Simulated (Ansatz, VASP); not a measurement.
# One calculation of MgS, two programs

```
Mg S
1.0
     0.00000    2.60165    2.60165
     2.60165    0.00000    2.60165
     2.60165    2.60165    0.00000
Mg S
1 1
Direct
  0.00000 0.00000 0.02038
  0.50000 0.50000 0.50000
```

Change from the starting cell: all Mg atoms moved +0.075 Å, as atom 1 along Cartesian [1 1 0].

Alike in both runs: task single point; functional PBE; k mesh 8 × 8 × 8; occupations gaussian, width 0.05 eV; no spin polarisation.

|  | VASP | Ansatz |
| --- | --- | --- |
| version | VASP 6.6.1 | Ansatz 0.2.0 |
| potentials or method | VASP PAW PBE potentials, release 64 (Mg, S), cutoff 520 eV | scalar-relativistic, plane waves, PAW |
| valence electrons in the cell | 8 | 16 |

|  | VASP | Ansatz | Ansatz less VASP |
| --- | --- | --- | --- |
| gap on the k mesh at the Fermi level (eV) | 2.78 | 2.79 | +0.015 |
| least direct gap on the mesh (eV) | 3.71 | 3.72 | +0.012 |
| pressure (GPa) | 1.0 | 1.4 | +0.30 |
| traceless stress, the component that is largest in VASP (GPa) | -0.23 | -0.23 | 0.000 |
| rms of the force components (eV/Å) | 0.122 | 0.122 | -0.0001 |

Atom by atom the forces differ by 0.000 eV/Å (rms over components). VASP's potentials hold 8 valence electrons a cell and Ansatz's 16, so a difference there can come from the potentials and not from the codes.
